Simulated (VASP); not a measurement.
# Mo (Im-3m) in VASP: a series of runs

Runs on Mo. Level: LDA. Tasks: single point.

Everything below comes from runs of VASP 6.6.1. Logs are shortened: lines on timing, memory, paths and dates and some standing lists are left out, and cuts for length are marked.

## Step 1: The cell of the first run

The structure is cubic, space group Im-3m (No. 229). The conventional cell has a = 3.147 Å, b = 3.147 Å, c = 3.147 Å, α = 90.00°, β = 90.00°, γ = 90.00°. Within 3.6 Å of Mo (site symmetry m-3m) lie 14 Mo at 2.73 to 3.15 Å.

## Step 2: Single point, LDA

File INCAR:

```
SYSTEM = Mo
  PREC = Accurate
  ENCUT = 520
  EDIFF = 1E-7
  ISMEAR = 1
  SIGMA = 0.1
  LREAL = .False.
  LASPH = .True.
  NELM = 60
  ALGO = Normal
  ISIF = 2
  LWAVE = .False.
  LCHARG = .False.
  GGA = CA
  NBANDS = 13
```

File KPOINTS:

```
regular mesh
0
Gamma
  13 13 13
  0 0 0
```

File POSCAR:

```
Mo
1.0
   -1.5734150000      1.5734150000      1.5734150000
    1.5734150000     -1.5734150000      1.5734150000
    1.5734150000      1.5734150000     -1.5734150000
Mo
1
Direct
    0.0000000000      0.0000000000      0.0000000000
```

Potentials or basis: VASP PAW LDA potentials, release 64 (Mo_sv).

Run with:

```
$ cat potpaw_LDA.64/Mo_sv/POTCAR > POTCAR
$ mpirun -np 1 vasp_std > vasp.out
```

OUTCAR:

```text
SYSTEM = Mo
   PREC = Accurate
   ENCUT = 520
   EDIFF = 1E-7
   ISMEAR = 1
   LREAL = .False.
   LASPH = .True.
   NELM = 60
   ISIF = 2
   GGA = CA

 ion  position               nearest neighbor table
   1  0.000  0.000  0.000-

  LATTYP: Found a body centered cubic cell.
 ALAT       =     3.1468300000

  Lattice vectors:

 A1 = (  -1.5734150000,   1.5734150000,   1.5734150000)
 A2 = (   1.5734150000,  -1.5734150000,   1.5734150000)
 A3 = (   1.5734150000,   1.5734150000,  -1.5734150000)

Analysis of symmetry for initial positions (statically):
=====================================================================
 Subroutine PRICEL returns:
 Original cell was already a primitive cell.

 Routine SETGRP: Setting up the symmetry group for a
 body centered cubic supercell.

 Subroutine GETGRP returns: Found 48 space group operations
 (whereof 48 operations were pure point group operations)
 out of a pool of 48 trial point group operations.

The static configuration has the point symmetry O_h .

Analysis of symmetry for dynamics (positions and initial velocities):
=====================================================================
 Subroutine PRICEL returns:
 Original cell was already a primitive cell.

 Routine SETGRP: Setting up the symmetry group for a
 body centered cubic supercell.

 Subroutine GETGRP returns: Found 48 space group operations
 (whereof 48 operations were pure point group operations)
 out of a pool of 48 trial point group operations.

The dynamic configuration has the point symmetry O_h .

 Subroutine INISYM returns: Found 48 space group operations
 (whereof 48 operations are pure point group operations),
 and found     1 'primitive' translations

----------------------------------------------------------------------------------------

                                     Primitive cell

  volume of cell :      15.5808

  direct lattice vectors                    reciprocal lattice vectors
    -1.573415000  1.573415000  1.573415000     0.000000000  0.317780115  0.317780115
     1.573415000 -1.573415000  1.573415000     0.317780115  0.000000000  0.317780115
     1.573415000  1.573415000 -1.573415000     0.317780115  0.317780115  0.000000000

  length of vectors
     2.725234721  2.725234721  2.725234721     0.449408949  0.449408949  0.449408949

  position of ions in fractional coordinates (direct lattice)
     0.000000000  0.000000000  0.000000000

  ion indices of the primitive-cell ions
[... 75 lines left out ...]
   LREAL  =      F    real-space projection
   EDIFFG = 0.1E-05   stopping-criterion for IOM
   NSW    =      0    number of steps for IOM
   IBRION =     -1    ionic relax: 0-MD 1-quasi-New 2-CG
   NFREE  =      0    steps in history (QN), initial steepest desc. (CG)
   ISIF   =      2    stress and relaxation
   ISYM   =      2    0-nonsym 1-usesym 2-fastsym
   POTIM  = 0.5000    time-step for ionic-motion
   TEBEG  =    0.0;   TEEND  =   0.0 temperature during run
   PSTRESS=    0.0 pullay stress
   NELECT =      14.0000    total number of electrons
   NUPDOWN=      -1.0000    fix difference up-down
   EMIN   =  10.00;   EMAX   =-10.00  energy-range for DOS
   EFERMI =   0.00;   METHOD = LEGACY
   ISMEAR =     1;   SIGMA  =   0.10  broadening in eV -4-tet -1-fermi 0-gaus
   EFERMI_NEDOS =   21; number of points for ismear=-14 and -15
   IALGO  =     38    algorithm
   IMIX   =      4    mixing-type and parameters
     AMIX     =   0.40;   BMIX     =  1.00
     AMIX_MAG =   1.60;   BMIX_MAG =  1.00
  volume/ion in A,a.u.               =      15.58       105.14
  Fermi-wavevector in a.u.,A,eV,Ry     =   1.579747  2.985289 33.954710  2.495601
  Thomas-Fermi vector in A             =   2.680079
   LORBIT       =      0    0 simple, 1 ext, 2 COOP (PROOUT), +10 PAW based schemes
   GGA     = CA    functional components
   LHFCALC =     F    Hartree Fock is set to
   AEXX    =    0.0000 exact exchange contribution
   IVDW    =     0    specifies the selected vdW correction
   LEPSILON=     F    determine dielectric tensor
   LRPA    =     F    only Hartree local field effects (RPA)
 non-spin polarized calculation
 Methfessel and Paxton  Order N= 1 SIGMA  =   0.10
  energy-cutoff  :      520.00
  volume of cell :       15.58
 maximum number of plane-waves:       432
   NGX = 11   NGY = 11   NGZ = 11

 number of electron      14.0000001 magnetization

 Free energy of the ion-electron system (eV)
  ---------------------------------------------------
  ext. energy  EPLUGINS =         0.00000000
  ---------------------------------------------------
  free energy    TOTEN  =       -12.12148102 eV

  energy without entropy =      -12.12059306  energy(sigma->0) =      -12.12118503

 E-fermi :  12.6655     XC(G=0): -13.6209

 val. band max:       12.6628361278   @ k =  -0.2308   0.3077   0.0769
 cond. band min:      12.6832527046   @ k =  -0.3846   0.3846   0.2308
 fundamental gap:      0.0204165768
 Fermi energy:        12.6655147881

 k-point     1 :       0.0000    0.0000    0.0000
  band No.  band energies     occupation
      1     -48.4111      2.00000
      2     -21.8444      2.00000
      3     -21.8444      2.00000
      4     -21.8444      2.00000
      5       5.2790      2.00000
      6      11.1387      2.00000
      7      11.1387      2.00000
      8      11.1387      2.00000
      9      14.1542     -0.00000
     10      14.1542     -0.00000
     11      27.3490      0.00000
     12      27.3490      0.00000
     13      27.3490      0.00000
[... 354 lines left out ...]
  band No.  band energies     occupation
      1     -48.2127      2.00000
      2     -22.8715      2.00000
      3     -22.1585      2.00000
      4     -21.9262      2.00000
      5       8.0158      2.00000
      6       9.5586      2.00000
      7      10.6095      2.00000
      8      13.9554     -0.00000
      9      14.4735     -0.00000
     10      15.9000      0.00000
     11      26.9262      0.00000
     12      27.4228      0.00000
     13      31.3231      0.00000

 [... further k-points ...]
[... 5 lines left out ...]
  --------------------------------------------------------------------------------------
  -------------------------------------------------------------------------------------
  Total       -0.8378691     -0.8378691     -0.8378691     -0.0000000     -0.0000000     -0.0000000
  in kB      -86.1582606    -86.1582606    -86.1582606     -0.0000000     -0.0000000     -0.0000000
  external PRESSURE =     -86.1582606 kB  Pullay stress =       0.0000000 kB

 VOLUME and BASIS-vectors are now :
 -----------------------------------------------------------------------------
  energy-cutoff  :      520.00
  volume of cell :       15.58
      direct lattice vectors                 reciprocal lattice vectors
    -1.573415000  1.573415000  1.573415000     0.000000000  0.317780115  0.317780115
     1.573415000 -1.573415000  1.573415000     0.317780115  0.000000000  0.317780115
     1.573415000  1.573415000 -1.573415000     0.317780115  0.317780115  0.000000000

 POSITION                                       TOTAL-FORCE (eV/Angst)
 -----------------------------------------------------------------------------------
      0.00000      0.00000      0.00000         0.000000     -0.000000     -0.000000
 -----------------------------------------------------------------------------------
    total drift:                                0.000000     -0.000000     -0.000000

  FREE ENERGIE OF THE ION-ELECTRON SYSTEM (eV)
  ---------------------------------------------------
  free  energy   TOTEN  =       -12.1214810165 eV

  energy  without entropy=      -12.1205930622  energy(sigma->0) =      -12.12118503
```

stdout:

```text
POSCAR found type information on POSCAR Mo
 POSCAR found :  1 types and       1 ions
 scaLAPACK will be used
 LDA part: xc-table for (Slater(with rela. corr.)+CA(PZ))
 , standard interpolation
 POSCAR, INCAR and KPOINTS ok, starting setup
 FFT: planning ... GRIDC
 FFT: planning ... GRID_SOFT
 FFT: planning ... GRID
 WAVECAR not read
 entering main loop
```

It took 9.7 s on 1 thread of Intel Xeon Platinum 8259CL at 2.50GHz (Skylake/Cascade Lake), shared host; peak memory 0.12 GiB.

Results:

- Free energy: -12.1215 eV
- Pressure: -8.6 GPa
- Band gap on the k mesh: zero (band 7 reaches 16.16 eV, above the bottom of band 8 at 11.14 eV)

## Step 3: Single point, LDA

This run uses another cell than the first one, of 16.20 Å³/atom, 1.040 times its volume.

File INCAR:

```
SYSTEM = Mo
PREC     = Accurate       ! precision mode
ENCUT    = 520            ! plane-wave cutoff, eV
EDIFF    = 1E-7           ! SCF threshold, eV
ISMEAR   = 1              ! smearing method
SIGMA    = 0.1            ! smearing width, eV
LREAL    = .FALSE.        ! projectors in reciprocal space
LASPH    = .TRUE.         ! aspherical terms in the spheres
NELM     = 60             ! most SCF steps
ALGO     = Normal         ! electronic algorithm
ISIF     = 2              ! what is computed and relaxed
LWAVE    = .FALSE.        ! write WAVECAR
LCHARG   = .TRUE.         ! write CHGCAR
LELF     = .TRUE.         ! ELF
LVHAR    = .TRUE.       
NBANDS   = 13             ! bands
```

File KPOINTS:

```
regular mesh
0
G
  13 13 13
  0 0 0
```

File POSCAR:

```
Mo
1.0
   -1.5941202034      1.5941202034      1.5941202034
    1.5941202034     -1.5941202034      1.5941202034
    1.5941202034      1.5941202034     -1.5941202034
Mo
1
Direct
    0.0000000000      0.0000000000      0.0000000000
```

Potentials or basis: VASP PAW LDA potentials, release 64 (Mo_sv).

Run with:

```
$ cat potpaw_LDA.64/Mo_sv/POTCAR > POTCAR
$ mpirun -np 1 vasp_std > vasp.out
```

It took 12 s on 1 thread of Intel Xeon Platinum 8259CL at 2.50GHz (Skylake/Cascade Lake), shared host; peak memory 0.13 GiB.

It converged, with:

```
Free energy            : -12.0700 eV
Pressure               : -17.6 GPa
Band gap on the k mesh : zero (band 7 reaches 15.34 eV, above the bottom of band 8 at 10.58 eV)
```

Levels at points of the mesh, in eV from the Fermi level:
| k point | band 3 | band 4 | band 5 | band 6 | band 7 | band 8 | band 9 | band 10 | band 11 | band 12 |
| --- | --- | --- | --- | --- | --- | --- | --- | --- | --- | --- |
| (0.00, 0.00, 0.00) | -34.59 | -34.59 | -7.24 | -1.44 | -1.44 | -1.44 | 1.43 | 1.43 | 14.64 | 14.64 |

## Step 4: Single point, LDA

This run uses another cell than the first one, of 16.83 Å³/atom, 1.080 times its volume.

File INCAR:

```
SYSTEM = Mo
ALGO = Normal
EDIFF = 1E-7
ENCUT = 520
GGA = CA
ISIF = 2
ISMEAR = 1
LASPH = .TRUE.
LCHARG = .TRUE.
LELF = .TRUE.
LREAL = .FALSE.
LVHAR = .TRUE.
LWAVE = .FALSE.
NBANDS = 13
NELM = 60
PREC = Accurate
SIGMA = 0.1
```

File KPOINTS:

```
k-points
0
G
  13 13 13
  0 0 0
```

File POSCAR:

```
Mo
1.0
   -1.6143010825      1.6143010825      1.6143010825
    1.6143010825     -1.6143010825      1.6143010825
    1.6143010825      1.6143010825     -1.6143010825
Mo
1
Direct
    0.0000000000      0.0000000000      0.0000000000
```

Run with:

```
$ cat potpaw_LDA.64/Mo_sv/POTCAR > POTCAR
$ mpirun -np 1 vasp_std > vasp.out
```

Wall time 11 s (1 thread of Intel Xeon Platinum 8259CL at 2.50GHz (Skylake/Cascade Lake), shared host); peak memory 0.13 GiB.

The run converged. Its results:

```
Free energy            : -11.9872 eV
Pressure               : -24.9 GPa
Band gap on the k mesh : zero (band 7 reaches 14.57 eV, above the bottom of band 8 at 10.06 eV)
```

Levels at points of the mesh, in eV from the Fermi level:
```tsv
k point	band 4	band 5	band 6	band 7	band 8	band 9	band 10	band 11
(0.00, 0.00, 0.00)	-34.65	-7.09	-1.36	-1.36	-1.36	1.37	1.37	14.59
```

## Step 5: Summary

| cell | gap on the mesh (eV) | pressure (GPa) |
| --- | --- | --- |
| a = 2.725 Å, angles 109.5°, 1 atom | none | -8.6 |
| a = 2.761 Å, angles 109.5°, 1 atom | none | -17.6 |
| a = 2.796 Å, angles 109.5°, 1 atom | none | -24.9 |

Alike in all rows: task single point; level LDA; potentials or basis VASP PAW LDA potentials, release 64 (Mo_sv); no spin polarisation; k mesh 13 × 13 × 13; cutoff (eV) 520; smearing methfessel-paxton 0.1 eV.

Total energies depend on the potentials used, so only differences within one code and one set of settings carry meaning.
